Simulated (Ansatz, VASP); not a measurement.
## Two plane-wave programs on Mo6CO

The input INCAR:

```
SYSTEM = Mo6CO
PREC     = Accurate       ! precision mode
ENCUT    = 520            ! plane-wave cutoff, eV
EDIFF    = 1E-6           ! SCF threshold, eV
ISMEAR   = 0              ! smearing method
SIGMA    = 0.1            ! smearing width, eV
LREAL    = .FALSE.        ! projectors in reciprocal space
LASPH    = .TRUE.         ! aspherical terms in the spheres
NELM     = 100            ! most SCF steps
ALGO     = Normal         ! electronic algorithm
ISIF     = 2              ! what is computed and relaxed
LWAVE    = .FALSE.        ! write WAVECAR
LCHARG   = .FALSE.        ! write CHGCAR
LDIPOL   = .TRUE.       
IDIPOL   = 3            
DIPOL    = 0.5 0.5 0.328
GGA      = PE             ! functional
NBANDS   = 57             ! bands
```

The input KPOINTS:

```
regular mesh
0
G
  6 6 1
  0 0 0
```

Contents of POSCAR:

```
Mo6CO
1.0
    4.4695765303      0.0000000000      0.0000000000
   -2.2347882651      3.8707668194      0.0000000000
    0.0000000000      0.0000000000     22.2595667262
Mo C O
6 1 1
Direct
    0.6666666667      0.3333333333      0.1796980170
    0.3333333333      0.6666666667      0.2206848206
    0.0000000000      0.0000000000      0.2616716241
    0.6666666667      0.3333333333      0.2990464568
    0.3333333333      0.6666666667      0.3355219825
    0.0000000000      0.0000000000      0.3710569405
    0.1666666667      0.3333333333      0.4636014193
    0.2964328752      0.5928657504      0.4896576317
```

Input for Ansatz:

```yaml
crystal:
  lattice:
    - [4.4695765303, 0.0, 0.0]
    - [-2.2347882651, 3.8707668194, 0.0]
    - [0.0, 0.0, 22.2595667262]
  atoms:
    - { symbol: Mo, position: [0.6666666667, 0.3333333333, 0.179698017] }
    - { symbol: Mo, position: [0.3333333333, 0.6666666667, 0.2206848206] }
    - { symbol: Mo, position: [0.0, 0.0, 0.2616716241] }
    - { symbol: Mo, position: [0.6666666667, 0.3333333333, 0.2990464568] }
    - { symbol: Mo, position: [0.3333333333, 0.6666666667, 0.3355219825] }
    - { symbol: Mo, position: [0.0, 0.0, 0.3710569405] }
    - { symbol: C, position: [0.1666666667, 0.3333333333, 0.4636014193] }
    - { symbol: O, position: [0.2964328752, 0.5928657504, 0.4896576317] }
basis:
  ecutwfc: 420
kpoints:
  mp_grid: { grid: [6, 6, 1] }
hamiltonian:
  xc: pbe
  pseudopotentials: { kind: paw, azcp: { folder: soft_1 } }
scf:
  occupations: { method: gaussian, width: 0.1 }
output:
  forces: true
  eigenvalues: true
efield:
  axis: 3
  dipole_correction: true
  ramp_width: 0.04
```

Alike in both runs: task single point; functional PBE; k mesh 6 × 6 × 1; occupations gaussian, width 0.1 eV; no spin polarisation.

|  | VASP | Ansatz |
| --- | --- | --- |
| version | VASP 6.6.1 | Ansatz 0.2.0 |
| potentials or method | VASP PAW PBE potentials, release 64 (Mo_sv, C, O), cutoff 520 eV | scalar-relativistic, plane waves, PAW |
| valence electrons in the cell | 94 | 94 |

|  | VASP | Ansatz | Ansatz less VASP |
| --- | --- | --- | --- |
| gap on the k mesh at the Fermi level (eV) | none | none | - |
| rms of the force components (eV/Å) | 0.743 | 0.741 | -0.0026 |

Atom by atom the forces differ by 0.227 eV/Å (rms over components). A gap of «none» marks a metal or a gap that the smearing closes. With one functional, cell and mesh, what is left measures potentials, basis and numerics.

Noted on VASP's run: the standard files for N, O and F lose accuracy on very short bonds.
